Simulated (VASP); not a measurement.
A run of VASP 6.6.1:

File INCAR:

```
SYSTEM = Tl
  PREC = Accurate
  ENCUT = 520
  EDIFF = 1E-7
  ISMEAR = 0
  SIGMA = 0.1
  LREAL = .FALSE.
  LASPH = .TRUE.
  NELM = 100
  ALGO = Fast
  ISIF = 2
  LWAVE = .FALSE.
  LCHARG = .FALSE.
  GGA = PE
  NBANDS = 20
```

Contents of KPOINTS:

```
regular mesh
0
G
  15 15 8
  0 0 0
```

POSCAR

```
Tl
1.0
    3.6124297298      0.0000000000      0.0000000000
   -1.8062148649      3.1284559154      0.0000000000
    0.0000000000      0.0000000000      5.5652681638
Tl
2
Direct
    0.3333333333      0.6666666667      0.7500000000
    0.6666666667      0.3333333333      0.2500000000
```

Potentials or basis: VASP PAW PBE potentials, release 64 (Tl_d).

Command:

```bash
$ cat potpaw_PBE.64/Tl_d/POTCAR > POTCAR
$ mpirun -np 1 vasp_std > vasp.out
```

Hardware: 1 thread of Intel Xeon 8259CL (shared host).

How long does it take, and how much memory?

Run time: 3 min on 1 thread of Intel Xeon 8259CL, on a shared host, peak memory 0.27 GiB. Counts: scf iterations 13, k points 135.
